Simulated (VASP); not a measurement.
# Be (P6_3/mmc) in VASP: notebook, part 2 of 3

VASP 6.6.1. The steps go on from the part before.

## 3. Single point, RPBE (volume scaled by 0.96)

Input file INCAR:

```
SYSTEM = Be
PREC = Accurate ; ENCUT = 520
EDIFF = 1E-7 ; ISMEAR = -1
SIGMA = 0.1 ; LREAL = .FALSE.
LASPH = .TRUE. ; NELM = 100
ALGO = Normal ; ISIF = 2
LWAVE = .FALSE. ; LCHARG = .TRUE.
GGA = RP ; LELF = .TRUE.
LVHAR = .TRUE. ; NBANDS = 9
```

Input file KPOINTS:

```
Automatic mesh
0
G
  26 26 14
  0 0 0
```

Input file POSCAR:

```
Be
1.0
    2.2547256433      0.0000000000      0.0000000000
   -1.1273628217      1.9526496857      0.0000000000
    0.0000000000      0.0000000000      3.5386452478
Be
2
Direct
    0.3333333333      0.6666666667      0.2500000000
    0.6666666667      0.3333333333      0.7500000000
```

Potentials or basis: VASP PAW PBE potentials, release 64 (Be).

The run is started by

```
> cat potpaw_PBE.64/Be/POTCAR > POTCAR
> mpirun -np 1 vasp_std > vasp.out
```

OUTCAR:

```text
SYSTEM = Be
   PREC = Accurate
   ENCUT = 520
   EDIFF = 1E-7
   ISMEAR = -1
   LREAL = .FALSE.
   LASPH = .TRUE.
   NELM = 100
   ISIF = 2
   GGA = RP

 ion  position               nearest neighbor table
   1  0.333  0.667  0.250-   2 2.20   2 2.20   2 2.20   2 2.20   2 2.20   2 2.20
   2  0.667  0.333  0.750-   1 2.20   1 2.20   1 2.20   1 2.20   1 2.20   1 2.20

  LATTYP: Found a hexagonal cell.
 ALAT       =     2.2547256433
 C/A-ratio  =     1.5694349591

  Lattice vectors:

 A1 = (   2.2547256433,   0.0000000000,   0.0000000000)
 A2 = (  -1.1273628217,   1.9526496857,   0.0000000000)
 A3 = (   0.0000000000,   0.0000000000,   3.5386452478)

Analysis of symmetry for initial positions (statically):
=====================================================================
 Subroutine PRICEL returns:
 Original cell was already a primitive cell.

 Routine SETGRP: Setting up the symmetry group for a
 hexagonal supercell.

 Subroutine GETGRP returns: Found 24 space group operations
 (whereof 12 operations were pure point group operations)
 out of a pool of 24 trial point group operations.

The static configuration has the point symmetry D_3d.
 The point group associated with its full space group is D_6h.

Analysis of symmetry for dynamics (positions and initial velocities):
=====================================================================
 Subroutine PRICEL returns:
 Original cell was already a primitive cell.

 Routine SETGRP: Setting up the symmetry group for a
 hexagonal supercell.

 Subroutine GETGRP returns: Found 24 space group operations
 (whereof 12 operations were pure point group operations)
 out of a pool of 24 trial point group operations.

The dynamic configuration has the point symmetry D_3d.
 The point group associated with its full space group is D_6h.

 Subroutine INISYM returns: Found 24 space group operations
 (whereof 12 operations are pure point group operations),
 and found     1 'primitive' translations

----------------------------------------------------------------------------------------

                                     Primitive cell

  volume of cell :      15.5796

  direct lattice vectors                    reciprocal lattice vectors
     2.254725643  0.000000000  0.000000000     0.443512940  0.256062316  0.000000000
    -1.127362822  1.952649686  0.000000000     0.000000000  0.512124631  0.000000000
     0.000000000  0.000000000  3.538645248     0.000000000  0.000000000  0.282594024

  length of vectors
     2.254725643  2.254725643  3.538645248     0.512124631  0.512124631  0.282594024

  position of ions in fractional coordinates (direct lattice)
     0.333333333  0.666666667  0.250000000
     0.666666667  0.333333333  0.750000000

  ion indices of the primitive-cell ions
   primitive index   ion index
                 1           1
                 2           2

----------------------------------------------------------------------------------------

 KPOINTS: Automatic mesh

Automatic generation of k-mesh.
 Grid dimensions read from file:
 generate k-points for:   26   26   14

 Generating k-lattice:

  Cartesian coordinates                     Fractional coordinates (reciprocal lattice)
     0.017058190  0.009848551  0.000000000     0.038461538  0.000000000  0.000000000
     0.000000000  0.019697101  0.000000000     0.000000000  0.038461538  0.000000000
     0.000000000  0.000000000  0.020185287     0.000000000  0.000000000  0.071428571

  Length of vectors
     0.019697101  0.019697101  0.020185287

  Shift w.r.t. Gamma in fractional coordinates (k-lattice)
     0.000000000  0.000000000  0.000000000

 Subroutine IBZKPT returns following result:
 ===========================================

 Found    560 irreducible k-points:

 Following reciprocal coordinates:
            Coordinates               Weight
  0.000000  0.000000  0.000000      1.000000
  0.038462 -0.000000  0.000000      6.000000
  0.076923 -0.000000  0.000000      6.000000
  0.115385 -0.000000  0.000000      6.000000
  0.153846 -0.000000  0.000000      6.000000
  0.192308  0.000000  0.000000      6.000000
[... 16 lines left out ...]
  0.346154  0.038462  0.000000     12.000000
  0.384615  0.038462  0.000000     12.000000
 [... further k-points ...]
   k-points           NKPTS =    560   k-points in BZ     NKDIM =    560   number of bands    NBANDS=      9
   number of dos      NEDOS =    301   number of ions     NIONS =      2
   total plane-waves  NPLWV =   9072
   dimension x,y,z NGX =    18 NGY =   18 NGZ =   28
   dimension x,y,z NGXF=    36 NGYF=   36 NGZF=   56
   ions per type =               2
   NGX,Y,Z   is equivalent  to a cutoff of  13.27, 13.27, 13.15 a.u.
   NGXF,Y,Z  is equivalent  to a cutoff of  26.54, 26.54, 26.31 a.u.
 SYSTEM =  Be
   PREC   = accura    normal or accurate (medium, high low for compatibility)
   ISTART =      0    job   : 0-new  1-cont  2-samecut
   ICHARG =      2    charge: 1-file 2-atom 10-const
   ISPIN  =      1    spin polarized calculation?
   LNONCOLLINEAR =      F non collinear calculations
   LSORBIT =      F    spin-orbit coupling
   LASPH  =      T    aspherical Exc in radial PAW
   ENCUT  =  520.0 eV  38.22 Ry    6.18 a.u.   4.19  4.19  6.58*2*pi/ulx,y,z
   NELM   =    100;   NELMIN=  2; NELMDL= -5     # of ELM steps
   EDIFF  = 0.1E-06   stopping-criterion for ELM
   LREAL  =      F    real-space projection
   EDIFFG = 0.1E-05   stopping-criterion for IOM
   NSW    =      0    number of steps for IOM
   IBRION =     -1    ionic relax: 0-MD 1-quasi-New 2-CG
   NFREE  =      0    steps in history (QN), initial steepest desc. (CG)
   ISIF   =      2    stress and relaxation
   ISYM   =      2    0-nonsym 1-usesym 2-fastsym
   POTIM  = 0.5000    time-step for ionic-motion
   TEBEG  =    0.0;   TEEND  =   0.0 temperature during run
   PSTRESS=    0.0 pullay stress
   NELECT =       4.0000    total number of electrons
   NUPDOWN=      -1.0000    fix difference up-down
   EMIN   =  10.00;   EMAX   =-10.00  energy-range for DOS
   EFERMI =   0.00;   METHOD = LEGACY
   ISMEAR =    -1;   SIGMA  =   0.10  broadening in eV -4-tet -1-fermi 0-gaus
   EFERMI_NEDOS =   21; number of points for ismear=-14 and -15
   IALGO  =     38    algorithm
   IMIX   =      4    mixing-type and parameters
     AMIX     =   0.40;   BMIX     =  1.00
     AMIX_MAG =   1.60;   BMIX_MAG =  1.00
  volume/ion in A,a.u.               =       7.79        52.57
  Fermi-wavevector in a.u.,A,eV,Ry     =   1.040503  1.966265 14.730286  1.082646
  Thomas-Fermi vector in A             =   2.175081
   LORBIT       =      0    0 simple, 1 ext, 2 COOP (PROOUT), +10 PAW based schemes
   GGA     = RP    functional components
   LHFCALC =     F    Hartree Fock is set to
   AEXX    =    0.0000 exact exchange contribution
   IVDW    =     0    specifies the selected vdW correction
   LEPSILON=     F    determine dielectric tensor
   LRPA    =     F    only Hartree local field effects (RPA)
 non-spin polarized calculation
  energy-cutoff  :      520.00
  volume of cell :       15.58
 maximum number of plane-waves:       434
 NGX is ok and might be reduce to    18
   NGX =  9   NGY =  9   NGZ = 13

 number of electron       4.0000000 magnetization

 Free energy of the ion-electron system (eV)
  ---------------------------------------------------
  ext. energy  EPLUGINS =         0.00000000
  ---------------------------------------------------
  free energy    TOTEN  =        -7.02248042 eV

  energy without entropy =       -7.01945668  energy(sigma->0) =       -7.02096855

 E-fermi :   7.3125     XC(G=0): -10.6552

 val. band max:        7.2773003978   @ k =   0.3462   0.0000   0.0000
 cond. band min:       7.3482065158   @ k =   0.2692   0.1923   0.0714
 fundamental gap:      0.0709061180
 Fermi energy:         7.3125197632

 k-point     1 :       0.0000    0.0000    0.0000
  band No.  band energies     occupation
      1      -4.2426      2.00000
      2       2.7869      2.00000
      3       8.4196      0.00003
      4      23.5181      0.00000
      5      23.5181      0.00000
      6      26.4174      0.00000
      7      26.4174      0.00000
      8      28.7211      0.00000
      9      34.4619      0.00000
[... 265 lines left out ...]
 k-point    24 :       0.3846    0.0385    0.0000
  band No.  band energies     occupation
      1       0.4795      2.00000
      2       6.0966      1.99999
      3       8.8678      0.00000
      4      13.5422      0.00000
      5      16.5687      0.00000
      6      16.5772      0.00000
      7      19.4021      0.00000
      8      24.7551      0.00000
      9      27.3609      0.00000

 [... further k-points ...]
[... 5 lines left out ...]
  --------------------------------------------------------------------------------------
  -------------------------------------------------------------------------------------
  Total        0.4466001      0.4466001      0.6303250     -0.0000000      0.0000000      0.0000000
  in kB       45.9276606     45.9276606     64.8216408     -0.0000000      0.0000000      0.0000000
  external PRESSURE =      52.2256540 kB  Pullay stress =       0.0000000 kB

 VOLUME and BASIS-vectors are now :
 -----------------------------------------------------------------------------
  energy-cutoff  :      520.00
  volume of cell :       15.58
      direct lattice vectors                 reciprocal lattice vectors
     2.254725643  0.000000000  0.000000000     0.443512940  0.256062316  0.000000000
    -1.127362822  1.952649686  0.000000000     0.000000000  0.512124631  0.000000000
     0.000000000  0.000000000  3.538645248     0.000000000  0.000000000  0.282594024

 POSITION                                       TOTAL-FORCE (eV/Angst)
 -----------------------------------------------------------------------------------
     -0.00000      1.30177      0.88466         0.000000     -0.000000      0.000000
      1.12736      0.65088      2.65398        -0.000000      0.000000      0.000000
 -----------------------------------------------------------------------------------
    total drift:                                0.000000     -0.000000      0.000000

  FREE ENERGIE OF THE ION-ELECTRON SYSTEM (eV)
  ---------------------------------------------------
  free  energy   TOTEN  =        -7.0224804210 eV

  energy  without entropy=       -7.0194566771  energy(sigma->0) =       -7.02096855
```

OSZICAR:

```text
N       E                     dE             d eps       ncg     rms          rms(c)
DAV:   1    -0.218004129652E+01   -0.21800E+01   -0.17874E+03 10184   0.367E+02
DAV:   2    -0.702726458622E+01   -0.48472E+01   -0.47164E+01 15091   0.551E+01
DAV:   3    -0.708498148452E+01   -0.57717E-01   -0.57430E-01 11563   0.388E+00
DAV:   4    -0.708507102801E+01   -0.89543E-04   -0.89538E-04 12577   0.155E-01
DAV:   5    -0.708507107931E+01   -0.51300E-07   -0.50780E-07 11298   0.340E-03    0.124E+00
DAV:   6    -0.703814412546E+01    0.46927E-01   -0.84416E-03 10696   0.101E+00    0.769E-01
DAV:   7    -0.702250215337E+01    0.15642E-01   -0.70810E-03 10526   0.942E-01    0.258E-02
DAV:   8    -0.702247926513E+01    0.22888E-04   -0.14396E-05 10975   0.321E-02    0.112E-02
DAV:   9    -0.702248093166E+01   -0.16665E-05   -0.34586E-06 11222   0.148E-02    0.106E-03
DAV:  10    -0.702248066224E+01    0.26942E-06   -0.53525E-09 10165   0.578E-04    0.349E-04
DAV:  11    -0.702248042989E+01    0.23235E-06   -0.37245E-09  5699   0.562E-04    0.888E-06
DAV:  12    -0.702248042105E+01    0.88457E-08   -0.18247E-10  5526   0.113E-04
   1 F= -.70224804E+01 E0= -.70209685E+01  d E =-.302374E-02
```

Run time: 47 s. Hardware: 1 thread of Intel Xeon 6975P-C, shared host; peak memory 0.18 GiB.

Results:

* Free energy: -7.0225 eV
* Pressure: 5.2 GPa
* Band gap on the k mesh: zero (band 2 reaches 8.37 eV, above the bottom of band 3 at 6.64 eV)

Levels at points of the mesh, in eV from the Fermi level:
```tsv
k point	band 1	band 2	band 3	band 4	band 5
(0.00, 0.00, 0.00)	-11.56	-4.53	1.11	16.21	16.21
(0.50, 0.00, 0.00)	-5.15	-3.25	3.64	6.48	6.84
(0.00, 0.00, 0.50)	-9.36	-9.36	10.89	10.89	17.91
(0.50, 0.00, 0.50)	-3.73	-3.73	1.50	1.50	12.15
```

Caveat: the cell differs from its parent crystal (volume scaled by 0.96); the PAW data sets were made with another functional, which shifts forces and pressure a little.

## 4. Single point, RPBE

This run uses another cell than the first one, of 8.11 Å³/atom, 1.087 times its volume.

Input file INCAR:

```
PREC = Accurate
ENCUT = 520
EDIFF = 1E-6
ISMEAR = -1
SIGMA = 0.1
LREAL = False
LASPH = True
NELM = 80
ALGO = Normal
ISIF = 2
LWAVE = False
LCHARG = False
GGA = RP
NBANDS = 9
```

Input file KPOINTS:

```
Automatic mesh
0
Gamma
  26 26 14
```

Input file POSCAR:

```
Be
1.0
    2.2856161346      0.0000000000      0.0000000000
   -1.1428080673      1.9794016358      0.0000000000
    0.0000000000      0.0000000000      3.5871258646
Be
2
Direct
    0.3333333333      0.6666666667      0.2500000000
    0.6666666667      0.3333333333      0.7500000000
```

The run is started by

```
> cat potpaw_PBE.64/Be/POTCAR > POTCAR
> mpirun -np 1 vasp_std > vasp.out
```

It took 36 s on 1 thread of Intel Xeon 6975P-C, shared host; peak memory 0.18 GiB.

Results (log left out):

| Item | Value |
| --- | --- |
| Free energy | -7.0328 eV |
| Pressure | 0.0 GPa |
| Band gap on the k mesh | zero (band 2 reaches 8.01 eV, above the bottom of band 3 at 6.32 eV) |

Stress tensor (GPa, compression positive):
```
-0.33  0.00  0.00
 0.00 -0.33  0.00
 0.00  0.00  0.78
```

Levels at points of the mesh, in eV from the Fermi level:
| k point | band 1 | band 2 | band 3 | band 4 | band 5 |
| --- | --- | --- | --- | --- | --- |
| (0.00, 0.00, 0.00) | -11.34 | -4.39 | 0.96 | 15.68 | 15.68 |
| (0.50, 0.00, 0.00) | -5.01 | -3.22 | 3.53 | 6.32 | 6.56 |
| (0.00, 0.00, 0.50) | -9.17 | -9.17 | 10.54 | 10.54 | 17.33 |
| (0.50, 0.00, 0.50) | -3.62 | -3.62 | 1.37 | 1.37 | 11.77 |

Caveat: the PAW data sets were made with another functional, which shifts forces and pressure a little.

## 5. Single point, RPBE

This run uses another cell than the first one, of 8.11 Å³/atom, 1.087 times its volume.

Input file INCAR:

```
SYSTEM = Be
  PREC = Accurate
  ENCUT = 520
  EDIFF = 1E-6
  ISMEAR = -1
  SIGMA = 0.1
  LREAL = .FALSE.
  LASPH = .TRUE.
  NELM = 80
  ALGO = Normal
  ISIF = 2
  LWAVE = .FALSE.
  LCHARG = .FALSE.
  GGA = RP
  NBANDS = 9
```

Input file KPOINTS:

```
Automatic mesh
0
G
  26 26 14
  0 0 0
```

POSCAR is that of step 4.

The run is started by

```
> cat potpaw_PBE.64/Be/POTCAR > POTCAR
> mpirun -np 1 vasp_std > vasp.out
```

Run time: 38 s. Hardware: 1 thread of Intel Xeon 6975P-C, shared host; peak memory 0.18 GiB.

It converged, with:

- Free energy: -7.0328 eV
- Pressure: 0.0 GPa
- Band gap on the k mesh: zero (band 2 reaches 8.01 eV, above the bottom of band 3 at 6.32 eV)

Stress tensor (GPa, compression positive):
```
-0.33  0.00  0.00
 0.00 -0.33  0.00
 0.00  0.00  0.78
```

Levels at points of the mesh, in eV from the Fermi level:
```csv
k point,band 1,band 2,band 3,band 4,band 5,band 6
"(0.00, 0.00, 0.00)",-11.34,-4.39,0.96,15.68,15.68,18.50
"(0.50, 0.00, 0.00)",-5.01,-3.22,3.53,6.32,6.56,9.19
"(0.00, 0.00, 0.50)",-9.17,-9.17,10.54,10.54,17.33,17.33
"(0.50, 0.00, 0.50)",-3.62,-3.62,1.37,1.37,11.77,11.77
```

Caveat: the PAW data sets were made with another functional, which shifts forces and pressure a little.

[end of part 2 of 3]
